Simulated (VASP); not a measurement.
# CuSn4 (Im-3m) in VASP: single point with PBE

Aim: the single point of CuSn4 with PBE.

All numbers are computed with VASP 6.6.1; they aren't measurements. Logs are shortened: lines on timing, memory, paths and dates and some standing lists are left out, and cuts for length are marked.

### Step 1. The cell of the first run

Symmetry: Im-3m, No. 229, cubic system. The conventional cell has a = 6.651 Å, b = 6.651 Å, c = 6.651 Å, α = 90.00°, β = 90.00°, γ = 90.00°. Within 3.8 Å of Cu (site symmetry m-3m) lie 8 Sn at 2.88 Å. Within 3.8 Å of Sn (site symmetry -3m) lie 2 Cu at 2.88 Å and 6 Sn at 3.33 Å.

### Step 2. Single point, PBE

File INCAR:

```
PREC = Accurate ; ENCUT = 520
EDIFF = 1E-7 ; ISMEAR = 0
SIGMA = 0.1 ; LREAL = F
LASPH = T ; NELM = 80
ALGO = Fast ; ISIF = 2
LWAVE = F ; LCHARG = F
GGA = PE ; NBANDS = 42
```

File KPOINTS:

```
regular mesh
0
Gamma
  4 4 4
```

File POSCAR:

```
CuSn4
1.0
   -3.3256688100      3.3256688100      3.3256688100
    3.3256688100     -3.3256688100      3.3256688100
    3.3256688100      3.3256688100     -3.3256688100
Cu Sn
1 4
Direct
    0.0000000000      0.0000000000      0.0000000000
    0.5000000000      0.5000000000      0.5000000000
    0.0000000000      0.0000000000      0.5000000000
    0.0000000000      0.5000000000      0.0000000000
    0.5000000000      0.0000000000      0.0000000000
```

Potentials or basis: VASP PAW PBE potentials, release 64 (Cu, Sn_d).

On the command line:

```console
> cat potpaw_PBE.64/Cu/POTCAR potpaw_PBE.64/Sn_d/POTCAR > POTCAR
> mpirun -np 1 vasp_std > vasp.out
```

OUTCAR:

```text
PREC = Accurate
   ENCUT = 520
   EDIFF = 1E-7
   ISMEAR = 0
   LREAL = F
   LASPH = T
   NELM = 80
   ISIF = 2
   GGA = PE

 ion  position               nearest neighbor table
   1  0.000  0.000  0.000-   2 2.88   3 2.88   4 2.88   5 2.88   3 2.88   4 2.88   5 2.88   2 2.88

   2  0.500  0.500  0.500-   1 2.88   1 2.88   4 3.33   5 3.33   5 3.33   4 3.33   3 3.33   3 3.33

   3  0.000  0.000  0.500-   1 2.88   1 2.88   4 3.33   5 3.33   2 3.33   4 3.33   5 3.33   2 3.33

   4  0.000  0.500  0.000-   1 2.88   1 2.88   3 3.33   5 3.33   2 3.33   3 3.33   2 3.33   5 3.33

   5  0.500  0.000  0.000-   1 2.88   1 2.88   3 3.33   4 3.33   2 3.33   2 3.33   3 3.33   4 3.33

  LATTYP: Found a body centered cubic cell.
 ALAT       =     6.6513376200

  Lattice vectors:

 A1 = (  -3.3256688100,   3.3256688100,   3.3256688100)
 A2 = (   3.3256688100,  -3.3256688100,   3.3256688100)
 A3 = (   3.3256688100,   3.3256688100,  -3.3256688100)

Analysis of symmetry for initial positions (statically):
=====================================================================
 Subroutine PRICEL returns:
 Original cell was already a primitive cell.

 Routine SETGRP: Setting up the symmetry group for a
 body centered cubic supercell.

 Subroutine GETGRP returns: Found 48 space group operations
 (whereof 48 operations were pure point group operations)
 out of a pool of 48 trial point group operations.

The static configuration has the point symmetry O_h .

Analysis of symmetry for dynamics (positions and initial velocities):
=====================================================================
 Subroutine PRICEL returns:
 Original cell was already a primitive cell.

 Routine SETGRP: Setting up the symmetry group for a
 body centered cubic supercell.

 Subroutine GETGRP returns: Found 48 space group operations
 (whereof 48 operations were pure point group operations)
 out of a pool of 48 trial point group operations.

The dynamic configuration has the point symmetry O_h .

 Subroutine INISYM returns: Found 48 space group operations
 (whereof 48 operations are pure point group operations),
 and found     1 'primitive' translations

----------------------------------------------------------------------------------------

                                     Primitive cell

  volume of cell :     147.1286

[... 76 lines left out ...]
   NELM   =     80;   NELMIN=  2; NELMDL= -5     # of ELM steps
   EDIFF  = 0.1E-06   stopping-criterion for ELM
   LREAL  =      F    real-space projection
   EDIFFG = 0.1E-05   stopping-criterion for IOM
   NSW    =      0    number of steps for IOM
   IBRION =     -1    ionic relax: 0-MD 1-quasi-New 2-CG
   NFREE  =      0    steps in history (QN), initial steepest desc. (CG)
   ISIF   =      2    stress and relaxation
   ISYM   =      2    0-nonsym 1-usesym 2-fastsym
   POTIM  = 0.5000    time-step for ionic-motion
   TEBEG  =    0.0;   TEEND  =   0.0 temperature during run
   PSTRESS=    0.0 pullay stress
   NELECT =      67.0000    total number of electrons
   NUPDOWN=      -1.0000    fix difference up-down
   EMIN   =  10.00;   EMAX   =-10.00  energy-range for DOS
   EFERMI =   0.00;   METHOD = LEGACY
   ISMEAR =     0;   SIGMA  =   0.10  broadening in eV -4-tet -1-fermi 0-gaus
   EFERMI_NEDOS =   21; number of points for ismear=-14 and -15
   IALGO  =     68    algorithm
   IMIX   =      4    mixing-type and parameters
     AMIX     =   0.40;   BMIX     =  1.00
     AMIX_MAG =   1.60;   BMIX_MAG =  1.00
  volume/ion in A,a.u.               =      29.43       198.57
  Fermi-wavevector in a.u.,A,eV,Ry     =   1.259508  2.380124 21.583728  1.586359
  Thomas-Fermi vector in A             =   2.393064
   LORBIT       =      0    0 simple, 1 ext, 2 COOP (PROOUT), +10 PAW based schemes
   GGA     = PE    functional components
   LHFCALC =     F    Hartree Fock is set to
   AEXX    =    0.0000 exact exchange contribution
   IVDW    =     0    specifies the selected vdW correction
   LEPSILON=     F    determine dielectric tensor
   LRPA    =     F    only Hartree local field effects (RPA)
 non-spin polarized calculation
 RMM-DIIS sequential band-by-band and
 Gauss-broadening in eV      SIGMA  =   0.10
  energy-cutoff  :      520.00
  volume of cell :      147.13
 maximum number of plane-waves:      4012
 NGX is ok and might be reduce to    48
   NGX = 21   NGY = 21   NGZ = 21

 number of electron      67.0000042 magnetization

 Free energy of the ion-electron system (eV)
  ---------------------------------------------------
  ext. energy  EPLUGINS =         0.00000000
  ---------------------------------------------------
  free energy    TOTEN  =       -18.27763257 eV

  energy without entropy =      -18.25506872  energy(sigma->0) =      -18.26635064

 E-fermi :   5.5637     XC(G=0):  -9.5399

 val. band max:        5.5586664620   @ k =   0.2500   0.2500   0.0000
 cond. band min:       5.6774967255   @ k =   0.5000   0.0000   0.0000
 fundamental gap:      0.1188302634
 Fermi energy:         5.5636733478

 k-point     1 :       0.0000    0.0000    0.0000
  band No.  band energies     occupation
      1     -15.7342      2.00000
      2     -15.7342      2.00000
      3     -15.6634      2.00000
      4     -15.6634      2.00000
      5     -15.6595      2.00000
      6     -15.6511      2.00000
[... 349 lines left out ...]
     41      11.7591      0.00000
     42      11.7660      0.00000

------------------------ aborting loop because EDIFF is reached ----------------------------------------

  FORCE on cell =-STRESS in cart. coord.  units (eV):
  Direction    XX          YY          ZZ          XY          YZ          ZX
  --------------------------------------------------------------------------------------
  -------------------------------------------------------------------------------------
  Total       -3.8860719     -3.8860719     -3.8860719      0.0000000      0.0000000     -0.0000000
  in kB      -42.3179320    -42.3179320    -42.3179320      0.0000000      0.0000000     -0.0000000
  external PRESSURE =     -42.3179320 kB  Pullay stress =       0.0000000 kB

 VOLUME and BASIS-vectors are now :
 -----------------------------------------------------------------------------
  energy-cutoff  :      520.00
  volume of cell :      147.13
      direct lattice vectors                 reciprocal lattice vectors
    -3.325668810  3.325668810  3.325668810     0.000000000  0.150345698  0.150345698
     3.325668810 -3.325668810  3.325668810     0.150345698  0.000000000  0.150345698
     3.325668810  3.325668810 -3.325668810     0.150345698  0.150345698  0.000000000

 POSITION                                       TOTAL-FORCE (eV/Angst)
 -----------------------------------------------------------------------------------
      0.00000      0.00000      0.00000         0.000000      0.000000      0.000000
      1.66283      1.66283      1.66283        -0.000000     -0.000000     -0.000000
      1.66283      1.66283     -1.66283         0.000000     -0.000000      0.000000
      1.66283     -1.66283      1.66283        -0.000000      0.000000     -0.000000
     -1.66283      1.66283      1.66283         0.000000      0.000000     -0.000000
 -----------------------------------------------------------------------------------
    total drift:                                0.000000      0.000000     -0.000000

  FREE ENERGIE OF THE ION-ELECTRON SYSTEM (eV)
  ---------------------------------------------------
  free  energy   TOTEN  =       -18.2776325707 eV

  energy  without entropy=      -18.2550687159  energy(sigma->0) =      -18.26635064
```

It took 2.4 min on 1 thread of AMD EPYC 7R13 (Zen 3), shared host; peak memory 0.3 GiB.

Results:

| Quantity | Value |
| --- | --- |
| Free energy | -18.2776 eV |
| Pressure | -4.2 GPa |

Levels at points of the mesh, in eV from the Fermi level:
```csv
k point,band 29,band 30,band 31,band 32,band 33,band 34,band 35,band 36,band 37,band 38
"(0.00, 0.00, 0.00)",-2.47,-2.19,-2.19,-2.19,-1.54,-1.54,-1.54,0.22,3.26,3.26
"(0.50, 0.00, 0.00)",-2.49,-2.30,-1.91,-0.28,0.11,0.53,0.63,1.96,2.14,2.42
"(0.50, 0.50, 0.50)",-3.09,-2.54,-2.19,-2.19,0.54,0.54,0.54,4.40,4.40,4.40
```

Caveat: spin-orbit coupling is left out, which moves the levels of the heavy elements.
